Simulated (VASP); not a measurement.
# WS2 in VASP: a series of runs

The runs below take WS2 through single point, with r2SCAN.

Everything below comes from runs of VASP 6.6.1. Logs are shortened: lines on timing, memory, paths and dates and some standing lists are left out, and cuts for length are marked.

### Step 1. The cell of the first run

The cell holds a slab with vacuum, 6 atoms: a = 3.181 Å, b = 3.181 Å, c = 23.807 Å, α = 90.00°, β = 90.00°, γ = 120.00°.

### Step 2. Single point, r2SCAN (strain +0.0050 x Voigt [0, 0, 1, 0, 0, 0])

POSCAR reads:

```
WS2
1.0
    3.1814117282      0.0000000000      0.0000000000
   -1.5907058641      2.7551833765      0.0000000000
    0.0000000000      0.0000000000     23.8065870792
W S
2 4
Direct
    0.3333333333      0.6666666667      0.6379434935
    0.6666666667      0.3333333333      0.3620565065
    0.3333333333      0.6666666667      0.2962425097
    0.6666666667      0.3333333333      0.5721038223
    0.3333333333      0.6666666667      0.4278961777
    0.6666666667      0.3333333333      0.7037574903
```

INCAR.step1 reads:

```
PREC = Accurate
ENCUT = 520
ISMEAR = 0
SIGMA = 0.05
LREAL = F
LASPH = T
NELM = 60
NBANDS = 35
GGA = PE
ALGO = Normal
EDIFF = 1E-4
LWAVE = T
LCHARG = F
```

INCAR.step2 reads:

```
PREC = Accurate
ENCUT = 520
EDIFF = 1E-6
ISMEAR = 0
SIGMA = 0.05
LREAL = F
LASPH = T
NELM = 60
ALGO = Normal
ISIF = 2
LWAVE = F
LCHARG = T
METAGGA = R2SCAN
LMIXTAU = T
LELF = T
LVHAR = T
NBANDS = 35
ISTART = 1
```

KPOINTS reads:

```
Automatic mesh
0
Gamma
  12 12 2
```

Potentials or basis: VASP PAW PBE potentials, release 64 (W_sv, S).

Launch:

```
$ cat potpaw_PBE.64/W_sv/POTCAR potpaw_PBE.64/S/POTCAR > POTCAR
$ cp INCAR.step1 INCAR
$ mpirun -np 1 vasp_std > vasp.out
$ cp INCAR.step2 INCAR
$ mpirun -np 1 vasp_std > vasp.out
```

OUTCAR:

```text
PREC = Accurate
   ENCUT = 520
   EDIFF = 1E-6
   ISMEAR = 0
   LREAL = F
   LASPH = T
   NELM = 60
   ISIF = 2
   METAGGA = R2SCAN
   ISTART = 1

 ion  position               nearest neighbor table
   1  0.333  0.667  0.638-   6 2.41   6 2.41   6 2.41   4 2.41   4 2.41   4 2.41
   2  0.667  0.333  0.362-   3 2.41   3 2.41   3 2.41   5 2.41   5 2.41   5 2.41
   3  0.333  0.667  0.296-   2 2.41   2 2.41   2 2.41
   4  0.667  0.333  0.572-   1 2.41   1 2.41   1 2.41
   5  0.333  0.667  0.428-   2 2.41   2 2.41   2 2.41
   6  0.667  0.333  0.704-   1 2.41   1 2.41   1 2.41

  LATTYP: Found a hexagonal cell.
 ALAT       =     3.1814117282
 C/A-ratio  =     7.4830261258

  Lattice vectors:

 A1 = (   3.1814117282,   0.0000000000,   0.0000000000)
 A2 = (  -1.5907058641,   2.7551833765,   0.0000000000)
 A3 = (   0.0000000000,   0.0000000000,  23.8065870792)

Analysis of symmetry for initial positions (statically):
=====================================================================
 Subroutine PRICEL returns:
 Original cell was already a primitive cell.

 Routine SETGRP: Setting up the symmetry group for a
 hexagonal supercell.

 Subroutine GETGRP returns: Found 12 space group operations
 (whereof 12 operations were pure point group operations)
 out of a pool of 24 trial point group operations.

The static configuration has the point symmetry D_3d.

Analysis of symmetry for dynamics (positions and initial velocities):
=====================================================================
 Subroutine PRICEL returns:
 Original cell was already a primitive cell.

 Routine SETGRP: Setting up the symmetry group for a
 hexagonal supercell.

 Subroutine GETGRP returns: Found 12 space group operations
 (whereof 12 operations were pure point group operations)
 out of a pool of 24 trial point group operations.

The dynamic configuration has the point symmetry D_3d.

 Subroutine INISYM returns: Found 12 space group operations
 (whereof 12 operations are pure point group operations),
 and found     1 'primitive' translations

----------------------------------------------------------------------------------------

                                     Primitive cell

  volume of cell :     208.6736

  direct lattice vectors                    reciprocal lattice vectors
     3.181411728  0.000000000  0.000000000     0.314325867  0.181476124  0.000000000
    -1.590705864  2.755183376  0.000000000     0.000000000  0.362952248  0.000000000
     0.000000000  0.000000000 23.806587079     0.000000000  0.000000000  0.042005181

  length of vectors
     3.181411728  3.181411728 23.806587079     0.362952248  0.362952248  0.042005181

  position of ions in fractional coordinates (direct lattice)
     0.333333333  0.666666667  0.637943494
     0.666666667  0.333333333  0.362056506
     0.333333333  0.666666667  0.296242510
     0.666666667  0.333333333  0.572103822
     0.333333333  0.666666667  0.427896178
     0.666666667  0.333333333  0.703757490

  ion indices of the primitive-cell ions
   primitive index   ion index
                 1           1
                 2           2
                 3           3
                 4           4
                 5           5
                 6           6

----------------------------------------------------------------------------------------

 KPOINTS: Automatic mesh

Automatic generation of k-mesh.
 Grid dimensions read from file:
 generate k-points for:   12   12    2

 Generating k-lattice:

  Cartesian coordinates                     Fractional coordinates (reciprocal lattice)
     0.026193822  0.015123010  0.000000000     0.083333333 -0.000000000  0.000000000
     0.000000000  0.030246021  0.000000000     0.000000000  0.083333333  0.000000000
     0.000000000  0.000000000  0.021002591     0.000000000  0.000000000  0.500000000

  Length of vectors
     0.030246021  0.030246021  0.021002591

  Shift w.r.t. Gamma in fractional coordinates (k-lattice)
     0.000000000  0.000000000  0.000000000

 Subroutine IBZKPT returns following result:
 ===========================================

 Found     38 irreducible k-points:

 Following reciprocal coordinates:
            Coordinates               Weight
  0.000000  0.000000  0.000000      1.000000
  0.083333 -0.000000  0.000000      6.000000
  0.166667 -0.000000  0.000000      6.000000
  0.250000 -0.000000  0.000000      6.000000
  0.333333 -0.000000  0.000000      6.000000
  0.416667  0.000000  0.000000      6.000000
[... 16 lines left out ...]
  0.250000 -0.000000  0.500000      6.000000
  0.333333 -0.000000  0.500000      6.000000
 [... further k-points ...]
   k-points           NKPTS =     38   k-points in BZ     NKDIM =     38   number of bands    NBANDS=     35
   number of dos      NEDOS =    301   number of ions     NIONS =      6
   total plane-waves  NPLWV = 103680
   dimension x,y,z NGX =    24 NGY =   24 NGZ =  180
   dimension x,y,z NGXF=    48 NGYF=   48 NGZF=  360
   ions per type =               2   4
   NGX,Y,Z   is equivalent  to a cutoff of  12.54, 12.54, 12.57 a.u.
   NGXF,Y,Z  is equivalent  to a cutoff of  25.08, 25.08, 25.14 a.u.
 SYSTEM =  unknown system
   PREC   = accura    normal or accurate (medium, high low for compatibility)
   ISTART =      1    job   : 0-new  1-cont  2-samecut
   ICHARG =      0    charge: 1-file 2-atom 10-const
   ISPIN  =      1    spin polarized calculation?
   LNONCOLLINEAR =      F non collinear calculations
   LSORBIT =      F    spin-orbit coupling
   LASPH  =      T    aspherical Exc in radial PAW
   ENCUT  =  520.0 eV  38.22 Ry    6.18 a.u.   5.92  5.92 44.26*2*pi/ulx,y,z
   NELM   =     60;   NELMIN=  2; NELMDL=  0     # of ELM steps
   EDIFF  = 0.1E-05   stopping-criterion for ELM
   LREAL  =      F    real-space projection
   EDIFFG = 0.1E-04   stopping-criterion for IOM
   NSW    =      0    number of steps for IOM
   IBRION =     -1    ionic relax: 0-MD 1-quasi-New 2-CG
   NFREE  =      0    steps in history (QN), initial steepest desc. (CG)
   ISIF   =      2    stress and relaxation
   ISYM   =      2    0-nonsym 1-usesym 2-fastsym
   POTIM  = 0.5000    time-step for ionic-motion
   TEBEG  =    0.0;   TEEND  =   0.0 temperature during run
   PSTRESS=    0.0 pullay stress
   NELECT =      52.0000    total number of electrons
   NUPDOWN=      -1.0000    fix difference up-down
   EMIN   =  10.00;   EMAX   =-10.00  energy-range for DOS
   EFERMI =   0.00;   METHOD = LEGACY
   ISMEAR =     0;   SIGMA  =   0.05  broadening in eV -4-tet -1-fermi 0-gaus
   EFERMI_NEDOS =   21; number of points for ismear=-14 and -15
   IALGO  =     38    algorithm
   IMIX   =      4    mixing-type and parameters
     AMIX     =   0.40;   BMIX     =  1.00
     AMIX_MAG =   1.60;   BMIX_MAG =  1.00
  volume/ion in A,a.u.               =      34.78       234.70
  Fermi-wavevector in a.u.,A,eV,Ry     =   1.030197  1.946789 14.439931  1.061305
  Thomas-Fermi vector in A             =   2.164282
   LORBIT       =      0    0 simple, 1 ext, 2 COOP (PROOUT), +10 PAW based schemes
   METAGGA = R2SCAN    functional components
   LHFCALC =     F    Hartree Fock is set to
   AEXX    =    0.0000 exact exchange contribution
   IVDW    =     0    specifies the selected vdW correction
   LEPSILON=     F    determine dielectric tensor
   LRPA    =     F    only Hartree local field effects (RPA)
 non-spin polarized calculation
 Gauss-broadening in eV      SIGMA  =   0.05
  energy-cutoff  :      520.00
  volume of cell :      208.67
 maximum number of plane-waves:      5660
 NGX is ok and might be reduce to    24
   NGX = 11   NGY = 11   NGZ = 89

 number of electron      52.0000001 magnetization

 Free energy of the ion-electron system (eV)
  ---------------------------------------------------
  ext. energy  EPLUGINS =         0.00000000
  ---------------------------------------------------
  free energy    TOTEN  =      -140.12056113 eV

  energy without entropy =     -140.12056113  energy(sigma->0) =     -140.12056113

 E-fermi :   1.0798     XC(G=0):  -6.3423

 val. band max:        0.7979934124   @ k =   0.0000   0.0000   0.0000
 cond. band min:       2.4631970117   @ k =   0.3333   0.3333   0.0000
 fundamental gap:      1.6652035994
 Fermi energy:         1.0798008750

 k-point     1 :       0.0000    0.0000    0.0000
  band No.  band energies     occupation
      1     -75.4519      2.00000
      2     -75.4519      2.00000
      3     -39.0359      2.00000
      4     -39.0359      2.00000
      5     -38.8801      2.00000
      6     -38.8801      2.00000
[... 27 lines left out ...]
     34       3.7498      0.00000
     35       6.1482      0.00000

 k-point     2 :       0.0833   -0.0000    0.0000
  band No.  band energies     occupation
      1     -75.4506      2.00000
      2     -75.4506      2.00000
      3     -39.0315      2.00000
      4     -39.0315      2.00000
      5     -38.9045      2.00000
      6     -38.9045      2.00000
[... 27 lines left out ...]
     34       3.8227      0.00000
     35       6.4043      0.00000

 k-point     3 :       0.1667   -0.0000    0.0000
  band No.  band energies     occupation
      1     -75.4471      2.00000
      2     -75.4471      2.00000
      3     -39.0192      2.00000
      4     -39.0192      2.00000
      5     -38.9707      2.00000
      6     -38.9707      2.00000
[... 27 lines left out ...]
     34       4.3367      0.00000
     35       6.8476      0.00000
[... 723 lines left out ...]
 k-point    23 :       0.2500   -0.0000    0.5000
  band No.  band energies     occupation
      1     -75.4423      2.00000
      2     -75.4423      2.00000
      3     -39.0599      2.00000
      4     -39.0599      2.00000
      5     -39.0025      2.00000
      6     -39.0025      2.00000
[... 27 lines left out ...]
     34       4.8749      0.00000
     35       7.4783      0.00000

 k-point    24 :       0.3333   -0.0000    0.5000
  band No.  band energies     occupation
      1     -75.4376      2.00000
      2     -75.4375      2.00000
      3     -39.1479      2.00000
      4     -39.1479      2.00000
      5     -38.9856      2.00000
      6     -38.9856      2.00000
[... 27 lines left out ...]
     34       5.2695      0.00000
     35       7.5732      0.00000

 [... further k-points ...]

------------------------ aborting loop because EDIFF is reached ----------------------------------------

  FORCE on cell =-STRESS in cart. coord.  units (eV):
  Direction    XX          YY          ZZ          XY          YZ          ZX
  --------------------------------------------------------------------------------------
  -------------------------------------------------------------------------------------
  Total       -0.2048822     -0.2048822     -0.9421736     -0.0000000      0.0000000      0.0000000
  in kB       -1.5730676     -1.5730676     -7.2339245     -0.0000000      0.0000000      0.0000000
  external PRESSURE =      -3.4600199 kB  Pullay stress =       0.0000000 kB

 VOLUME and BASIS-vectors are now :
 -----------------------------------------------------------------------------
  energy-cutoff  :      520.00
  volume of cell :      208.67
      direct lattice vectors                 reciprocal lattice vectors
     3.181411728  0.000000000  0.000000000     0.314325867  0.181476124  0.000000000
    -1.590705864  2.755183376  0.000000000     0.000000000  0.362952248  0.000000000
     0.000000000  0.000000000 23.806587079     0.000000000  0.000000000  0.042005181

 POSITION                                       TOTAL-FORCE (eV/Angst)
 -----------------------------------------------------------------------------------
     -0.00000      1.83679     15.18726        -0.000000     -0.000000      0.000858
      1.59071      0.91839      8.61933         0.000000      0.000000     -0.000858
     -0.00000      1.83679      7.05252         0.000000     -0.000000      0.140528
      1.59071      0.91839     13.61984         0.000000     -0.000000      0.136827
     -0.00000      1.83679     10.18675        -0.000000      0.000000     -0.136827
      1.59071      0.91839     16.75406        -0.000000      0.000000     -0.140528
 -----------------------------------------------------------------------------------
    total drift:                               -0.000000      0.000000     -0.000000

  FREE ENERGIE OF THE ION-ELECTRON SYSTEM (eV)
  ---------------------------------------------------
  free  energy   TOTEN  =      -140.1205611333 eV

  energy  without entropy=     -140.1205611333  energy(sigma->0) =     -140.12056113
```

Run time: 9.7 min. Hardware: 1 thread of Intel Xeon 6975P-C (Granite Rapids), shared host; peak memory 0.48 GiB.

What came out:

```yaml
Free_energy: -140.1206 eV
Largest_force: 0.141 eV/Å
Band_gap_on_the_k_mesh: 1.67 eV (least direct gap 1.92 eV)
```

Forces on the atoms (eV/Å):
```
W    0.000  0.000  0.001
W    0.000  0.000 -0.001
S    0.000  0.000  0.141
S    0.000  0.000  0.137
S    0.000  0.000 -0.137
S    0.000  0.000 -0.141
```

Caveat: the cell differs from its parent crystal (strain +0.0050 x Voigt [0, 0, 1, 0, 0, 0]); the PAW data sets were made with another functional, which shifts forces and pressure a little; spin-orbit coupling is left out, which moves the levels of the heavy elements.

### Step 3. Single point, r2SCAN (strain +0.0100 x Voigt [0, 0, 1, 0, 0, 0])

POSCAR: that of step 2 with these lines changed.

```diff
@@ -4,3 +4,3 @@
    -1.5907058641      2.7551833765      0.0000000000
-    0.0000000000      0.0000000000     23.8065870792
+    0.0000000000      0.0000000000     23.9250278110
 W S
```

INCAR.step1 reads:

```
SYSTEM = WS2
  PREC = Accurate
  ENCUT = 520
  ISMEAR = 0
  SIGMA = 0.05
  LREAL = .False.
  LASPH = .True.
  NELM = 80
  NBANDS = 35
  GGA = PE
  ALGO = Normal
  EDIFF = 1E-4
  LWAVE = .True.
  LCHARG = .False.
```

INCAR.step2 reads:

```
SYSTEM = WS2
  PREC = Accurate
  ENCUT = 520
  EDIFF = 1E-6
  ISMEAR = 0
  SIGMA = 0.05
  LREAL = .False.
  LASPH = .True.
  NELM = 80
  ALGO = Normal
  ISIF = 2
  LWAVE = .False.
  LCHARG = .False.
  METAGGA = R2SCAN
  LMIXTAU = .True.
  NBANDS = 35
  ISTART = 1
```

KPOINTS reads:

```
Automatic mesh
0
Gamma
  12 12 2
  0 0 0
```

Potentials or basis: VASP PAW PBE potentials, release 64 (W_sv, S).

Launch:

```
$ cat potpaw_PBE.64/W_sv/POTCAR potpaw_PBE.64/S/POTCAR > POTCAR
$ cp INCAR.step1 INCAR
$ mpirun -np 1 vasp_std > vasp.out
$ cp INCAR.step2 INCAR
$ mpirun -np 1 vasp_std > vasp.out
```

OUTCAR:

```text
SYSTEM = WS2
   PREC = Accurate
   ENCUT = 520
   EDIFF = 1E-6
   ISMEAR = 0
   LREAL = .False.
   LASPH = .True.
   NELM = 80
   ISIF = 2
   METAGGA = R2SCAN
   ISTART = 1

 ion  position               nearest neighbor table
   1  0.333  0.667  0.638-   6 2.42   6 2.42   6 2.42   4 2.42   4 2.42   4 2.42
   2  0.667  0.333  0.362-   3 2.42   3 2.42   3 2.42   5 2.42   5 2.42   5 2.42
   3  0.333  0.667  0.296-   2 2.42   2 2.42   2 2.42
   4  0.667  0.333  0.572-   1 2.42   1 2.42   1 2.42
   5  0.333  0.667  0.428-   2 2.42   2 2.42   2 2.42
   6  0.667  0.333  0.704-   1 2.42   1 2.42   1 2.42

  LATTYP: Found a hexagonal cell.
 ALAT       =     3.1814117282
 C/A-ratio  =     7.5202551116

  Lattice vectors:

 A1 = (   3.1814117282,   0.0000000000,   0.0000000000)
 A2 = (  -1.5907058641,   2.7551833765,   0.0000000000)
 A3 = (   0.0000000000,   0.0000000000,  23.9250278110)

Analysis of symmetry for initial positions (statically):
=====================================================================
[... 184 lines left out ...]
 cond. band min:       2.4606039234   @ k =   0.3333   0.3333   0.5000
 fundamental gap:      1.7283889166
 Fermi energy:         1.0220561566

 k-point     1 :       0.0000    0.0000    0.0000
  band No.  band energies     occupation
      1     -75.4894      2.00000
      2     -75.4894      2.00000
      3     -39.0698      2.00000
      4     -39.0698      2.00000
      5     -38.9121      2.00000
      6     -38.9121      2.00000
[... 901 lines left out ...]
     34       5.2090      0.00000
     35       7.5275      0.00000

 [... further k-points ...]

------------------------ aborting loop because EDIFF is reached ----------------------------------------

  FORCE on cell =-STRESS in cart. coord.  units (eV):
  Direction    XX          YY          ZZ          XY          YZ          ZX
  --------------------------------------------------------------------------------------
  -------------------------------------------------------------------------------------
  Total       -0.5452368     -0.5452368     -1.9535254     -0.0000000      0.0000000     -0.0000000
  in kB       -4.1655551     -4.1655551    -14.9247407     -0.0000000      0.0000000     -0.0000000
  external PRESSURE =      -7.7519503 kB  Pullay stress =       0.0000000 kB

 VOLUME and BASIS-vectors are now :
 -----------------------------------------------------------------------------
  energy-cutoff  :      520.00
  volume of cell :      209.71
      direct lattice vectors                 reciprocal lattice vectors
     3.181411728  0.000000000  0.000000000     0.314325867  0.181476124  0.000000000
    -1.590705864  2.755183376  0.000000000     0.000000000  0.362952248  0.000000000
     0.000000000  0.000000000 23.925027811     0.000000000  0.000000000  0.041797235

 POSITION                                       TOTAL-FORCE (eV/Angst)
 -----------------------------------------------------------------------------------
     -0.00000      1.83679     15.26282        -0.000000      0.000000      0.000555
      1.59071      0.91839      8.66221         0.000000     -0.000000     -0.000555
     -0.00000      1.83679      7.08761         0.000000     -0.000000      0.298626
      1.59071      0.91839     13.68760        -0.000000     -0.000000      0.292144
     -0.00000      1.83679     10.23743         0.000000      0.000000     -0.292144
      1.59071      0.91839     16.83742        -0.000000      0.000000     -0.298626
 -----------------------------------------------------------------------------------
    total drift:                               -0.000000      0.000000     -0.000000

  FREE ENERGIE OF THE ION-ELECTRON SYSTEM (eV)
  ---------------------------------------------------
  free  energy   TOTEN  =      -140.1135942564 eV

  energy  without entropy=     -140.1135942564  energy(sigma->0) =     -140.11359426
```

Run time: 10 min. Hardware: 1 thread of Intel Xeon 6975P-C (Granite Rapids), shared host; peak memory 0.49 GiB.

What came out:

```
Free energy            : -140.1136 eV
Largest force          : 0.299 eV/Å
Band gap on the k mesh : 1.73 eV (least direct gap 1.94 eV)
```

Forces on the atoms (eV/Å):
```
W    0.000  0.000  0.001
W    0.000  0.000 -0.001
S    0.000  0.000  0.299
S    0.000  0.000  0.292
S    0.000  0.000 -0.292
S    0.000  0.000 -0.299
```

Caveat: the cell differs from its parent crystal (strain +0.0100 x Voigt [0, 0, 1, 0, 0, 0]); the PAW data sets were made with another functional, which shifts forces and pressure a little; spin-orbit coupling is left out, which moves the levels of the heavy elements.
